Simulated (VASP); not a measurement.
Set up this calculation in VASP 6.6.1, as the native input.

```
Task                   : single point
Functional             : PBE
Potentials or basis    : VASP PAW PBE potentials, release 64 (Ta_pv)
Cutoff                 : 400 eV
k mesh                 : 13 × 13 × 1
Occupations            : fermi-dirac, width 0.1 eV
Spin                   : no spin polarisation
Dipole correction      : no
Further INCAR settings : ALGO = Normal; EDIFF = 1e-06; NBANDS = 24; NELMDL = -8
```

The structure of Ta lies in POSCAR:

```
Ta
1.0
    2.8752873597      0.0000000000      0.0000000000
   -0.9584291199      2.7108469199      0.0000000000
    0.0000000000      0.0000000000     20.6953000000
Ta
3
Direct
    0.0000000000      0.0000000000      0.3903954831
    0.5000000000      0.5000000000      0.4999999909
    0.0000000000      0.0000000000      0.6096045260
```

The input as run:

INCAR

```
SYSTEM = Ta
ALGO = Normal
EDIFF = 1E-6
ENCUT = 400
GGA = PE
GGA_COMPAT = .False.
ISIF = 2
ISMEAR = -1
LASPH = .True.
LCHARG = .False.
LREAL = .False.
LWAVE = .False.
NBANDS = 24
NELM = 120
NELMDL = -8
PREC = Accurate
SIGMA = 0.1
```

KPOINTS

```
k-points
0
Gamma
  13 13 1
  0 0 0
```

Potentials or basis: VASP PAW PBE potentials, release 64 (Ta_pv).

The run is started by

```bash
$ cat potpaw_PBE.64/Ta_pv/POTCAR > POTCAR
$ mpirun -np 1 vasp_std > vasp.out
```

It gave:

- Largest force: 0.004 eV/Å

Run time: 110 s on 1 thread of Intel(R) Xeon(R) 6975P-C (Granite Rapids), with other jobs on the host, peak memory 0.27 GiB.
